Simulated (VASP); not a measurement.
W: single point with LDA

The system is W, a slab with vacuum.

```
W
1.0
     2.71494    0.00000    0.00000
    -0.90498    2.55967    0.00000
     0.00000    0.00000   18.21670
W
2
Cartesian
  0.4525 0.6399 8.0000
  1.3575 1.9197 10.2167
```

```yaml
Program: VASP 6.6.1
Task: single point
Functional: LDA
Potentials_or_basis: VASP PAW LDA potentials, release 64 (W_sv)
Cutoff: 520 eV
k_mesh: 14 × 14 × 1
Occupations: fermi-dirac, width 0.1 eV
Spin: no spin polarisation
Dipole_correction: yes
k_mesh_for_the_DOS: 21 × 21 × 1
Occupations_for_the_DOS: tetrahedron
Further_INCAR_settings: ALGO = Normal; EDIFF = 1e-06
```

The valence electrons inside the program's atomic spheres are W 12.02.

Levels at points of the mesh, in eV from the Fermi level:
```csv
k point,band 10,band 11,band 12,band 13,band 14,band 15,band 16,band 17,band 18
"(0.00, 0.00, 0.00)",-5.91,-2.78,-1.56,-1.27,-1.20,0.53,0.62,2.04,2.39
```

Wall time 3.4 min on 1 thread of Intel(R) Xeon(R) Platinum 8488C (Sapphire Rapids), on a shared host, peak memory 0.34 GiB.

Caveat: spin-orbit coupling is left out, which moves the levels of the heavy elements.
